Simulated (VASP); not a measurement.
Here is a VASP 6.6.1 calculation.

INCAR

```
SYSTEM = Si2Ni
PREC     = Accurate       ! precision mode
ENCUT    = 520            ! plane-wave cutoff, eV
EDIFF    = 1E-6           ! SCF threshold, eV
ISMEAR   = -1             ! smearing method
SIGMA    = 0.05           ! smearing width, eV
LREAL    = .FALSE.        ! projectors in reciprocal space
LASPH    = .TRUE.         ! aspherical terms in the spheres
NELM     = 60             ! most SCF steps
ALGO     = Normal         ! electronic algorithm
ISIF     = 2              ! what is computed and relaxed
LWAVE    = .FALSE.        ! write WAVECAR
LCHARG   = .TRUE.         ! write CHGCAR
GGA      = PE             ! functional
LELF     = .TRUE.         ! ELF
LVHAR    = .TRUE.       
NBANDS   = 16             ! bands
```

Contents of KPOINTS:

```
Automatic mesh
0
G
  10 10 10
  0 0 0
```

File POSCAR:

```
Si2Ni
1.0
    0.0000000000      2.7221039802      2.7221039802
    2.7221039802      0.0000000000      2.7221039802
    2.7221039802      2.7221039802      0.0000000000
Ni Si
1 2
Direct
    0.0000000000      0.0000000000      0.0000000000
    0.2500000000      0.2500000000      0.2500000000
    0.7500000000      0.7500000000      0.7500000000
```

Potentials or basis: VASP PAW PBE potentials, release 64 (Ni, Si).

Run with:

```sh
$ cat potpaw_PBE.64/Ni/POTCAR potpaw_PBE.64/Si/POTCAR > POTCAR
$ mpirun -np 1 vasp_std > vasp.out
```

Question: What does it give for the band gap on the k mesh?

Answer: Zero (band 9 reaches 11.81 eV, above the bottom of band 10 at 9.67 eV).

Question: What does it give for the pressure?

Answer: -0.1 GPa.

Spin polarisation is off, so any magnetic state and its effect on volume and gap are missing.
